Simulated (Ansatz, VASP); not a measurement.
TiTe2 in VASP and in Ansatz

```xyz
3
Lattice="3.7679 0.0000 0.0000 -1.8840 3.2631 0.0000 0.0000 0.0000 6.9189" Properties=species:S:1:pos:R:3 pbc="T T T"
Ti    0.0000    0.0000    0.0000
Te    1.8840    1.0877    5.1876
Te    0.0000    2.1754    1.7313
```

Alike in both runs: functional PBE; k mesh 12 × 12 × 8; occupations gaussian, width 0.1 eV; no spin polarisation.

Ansatz relaxed the structure, and its values are those at the end. VASP's run is a single point on that final structure, the one shown.

```csv
,VASP,Ansatz
version,VASP 6.6.1,Ansatz 0.2.0
potentials or method,"VASP PAW PBE potentials, release 64 (Ti_sv, Te), cutoff 520 eV","scalar-relativistic, plane waves, PAW"
valence electrons in the cell,24,44
```

|  | VASP | Ansatz | Ansatz less VASP |
| --- | --- | --- | --- |
| gap on the k mesh at the Fermi level (eV) | none | none | - |
| pressure (GPa) | 0.0 | 0.0 | +0.01 |
| rms of the force components (eV/Å) | 0.005 | 0.001 | -0.0045 |

A gap of «none» marks a metal or a gap that the smearing closes. VASP's potentials hold 24 valence electrons a cell and Ansatz's 44, so a difference there can come from the potentials and not from the codes.

Spin-orbit coupling is off throughout.
